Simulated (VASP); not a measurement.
C:

```
CELL_PARAMETERS angstrom
0.00000 1.78013 1.78013
1.78013 0.00000 1.78013
1.78013 1.78013 0.00000
ATOMIC_POSITIONS crystal
C 0.00000 0.00000 0.00000
C 0.25000 0.25000 0.25000
```

Base run:

```yaml
Program: VASP 6.6.1
Functional: r2SCAN
Potentials_or_basis: VASP PAW PBE potentials, release 64 (C_h)
Cutoff: 910 eV
k_mesh: 13 × 13 × 13
Occupations: fermi-dirac, width 0.01 eV
Spin: no spin polarisation
```

Its results: band gap on the k mesh 4.38 eV, indirect (least direct gap 5.89 eV); pressure -0.8 GPa.

Task: The run is repeated on the same cell with these changes: potentials or basis from VASP PAW PBE potentials, release 64 (C_h) to VASP PAW PBE potentials, release 64 (C); cutoff from 910 eV to 520 eV. What comes out?

Result: Band gap on the k mesh 4.35 eV, indirect (least direct gap 5.85 eV); pressure 1.1 GPa.

Caveats: the PAW data sets were made with another functional, which shifts forces and pressure a little; the cutoff is under 1.25 times the usual one of these potentials, so pressure, stress and relaxed cells hold a basis-set (Pulay) error (some runs).

A k mesh can miss the band edges.
